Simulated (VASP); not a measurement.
Write the native input for VASP 6.6.1 that does the following.

- Task: single point
- Functional: PBE
- Potentials or basis: VASP PAW PBE potentials, release 64 (Al, N, Ga_d)
- Cutoff: 520 eV
- k mesh: 1 × 1 × 1, shifted
- Occupations: fermi-dirac, width 0.3447 eV
- Spin: no spin polarisation
- Dipole correction: no
- Further INCAR settings: ALGO = Normal; EDIFF = 1e-07; NBANDS = 61; ISYM = 0

The structure of Al3Ga4N7 lies in POSCAR:

```
Al3Ga4N7
1.0
    5.4234100000     -0.0218160000     -0.1020990000
   -0.0218160000      5.6737360000      0.1832450000
   -0.1020990000      0.1832450000      5.4998890000
Al N Ga
3 7 4
Direct
    0.4753753190      0.5689533124      0.3204338297
    0.3450745912     -0.1907573358     -0.3651891704
    0.9328656040      0.4990930199      0.0990551527
    0.6468276570      0.3437331034      0.2988638651
    0.8360838539      0.3489331515     -0.1703816077
    0.6877061109      0.8050369827      0.6508536998
    0.1319337970      0.0536779239      0.5880864318
    0.7018966026     -0.1933143268      0.1618272342
    0.3035400061      0.6665255088     -0.0507939953
    1.1999749786      0.5901037252      0.4117924359
    0.9725867317      0.9250774305      0.3034125450
   -0.2776992637      0.0214343720      0.8976329234
    0.1267476424      0.3605374318     -0.3589952223
    0.5182261220      0.4462360913      0.8513075148
```

The input as run:

INCAR

```
SYSTEM = Al3Ga4N7
  ALGO = Normal
  EDIFF = 1E-7
  ENCUT = 520
  GGA = PE
  ISIF = 2
  ISMEAR = -1
  ISYM = 0
  LASPH = .True.
  LCHARG = .False.
  LREAL = .False.
  LWAVE = .False.
  NBANDS = 61
  NELM = 100
  PREC = Accurate
  SIGMA = 0.3447
```

KPOINTS

```
Automatic mesh
0
Gamma
  1 1 1
  0.25 0.25 0.25
```

Potentials or basis: VASP PAW PBE potentials, release 64 (Al, N, Ga_d).

Run with:

```console
$ cat potpaw_PBE.64/Al/POTCAR potpaw_PBE.64/N/POTCAR potpaw_PBE.64/Ga_d/POTCAR > POTCAR
$ mpirun -np 1 vasp_std > vasp.out
```

Results of the run:

The pressure is 19.6 GPa, the largest force is 7.713 eV/Å and the band gap on the k mesh is 0.70 eV.

Caveat: the k points lie up to 1.16 Å⁻¹ apart.

Wall time 22 s on 1 thread of Intel(R) Xeon(R) Platinum 8488C (Sapphire Rapids), with other jobs on the host, peak memory 0.24 GiB.
